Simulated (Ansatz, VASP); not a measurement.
# Two plane-wave programs on Ta5C

```
CELL_PARAMETERS angstrom
3.81837 0.00000 0.00000
0.00000 3.81837 0.00000
0.00000 0.00000 7.48921
ATOMIC_POSITIONS crystal
Ta 0.50000 0.50000 0.00000
Ta 0.00000 0.50000 0.69348
Ta 0.50000 0.00000 0.69348
Ta 0.00000 0.50000 0.30652
Ta 0.50000 0.00000 0.30652
C 0.50000 0.50000 0.50000
```

Alike in both runs: functional PBE; k mesh 10 × 10 × 6; occupations gaussian, width 0.1 eV; no spin polarisation.

Ansatz relaxed the structure, and its values are those at the end. VASP's run is a single point on that final structure, the one shown.

|  | VASP | Ansatz |
| --- | --- | --- |
| version | VASP 6.6.1 | Ansatz 0.2.0 |
| potentials or method | VASP PAW PBE potentials, release 64 (Ta_pv, C), cutoff 520 eV | scalar-relativistic, plane waves, PAW |
| valence electrons in the cell | 59 | 69 |

|  | VASP | Ansatz | Ansatz less VASP |
| --- | --- | --- | --- |
| gap on the k mesh at the Fermi level (eV) | none | none | - |
| pressure (GPa) | 0.2 | 0.0 | -0.19 |
| rms of the force components (eV/Å) | 0.010 | 0.000 | -0.0095 |

A gap of «none» marks a metal or a gap that the smearing closes. The functional is the same, so the differences come from potentials, cutoffs and numerics. VASP's potentials hold 59 valence electrons a cell and Ansatz's 69, so a difference there can come from the potentials and not from the codes.

Neither program's run includes spin-orbit coupling.
